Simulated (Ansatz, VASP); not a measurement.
# GaN in VASP and in Ansatz

```
Ga N
1.0
     3.19000    0.00000    0.00000
    -1.59500    2.76262    0.00000
     0.00000    0.00000    5.18900
Ga N
2 2
Direct
  0.33333 0.66667 0.00000
  0.66667 0.33333 0.50000
  0.33333 0.66667 0.37680
  0.66667 0.33333 0.87680
```

Alike in both runs: task relaxation of cell and atoms; functional r2SCAN; k mesh 8 × 8 × 5; no spin polarisation.

```csv
,VASP,Ansatz
version,VASP 6.6.1,Ansatz 0.2.0
potentials or method,"VASP PAW PBE potentials, release 64 (Ga_d, N), cutoff 600 eV","scalar-relativistic, plane waves, PAW"
occupations,"gaussian, width 0.01 eV",fixed
valence electrons in the cell,36,36
```

```csv
,VASP,Ansatz,Ansatz less VASP
"gap on the k mesh at the Fermi level, each at its own relaxed structure (eV)",2.31,2.35,+0.046
relaxed volume (Å³/atom),11.43,11.37,-0.064
relaxed length of the cell vector where the two differ most in proportion (Å),5.193,5.184,-0.0099
```

VASP's potentials were made for PBE, not for r2SCAN.
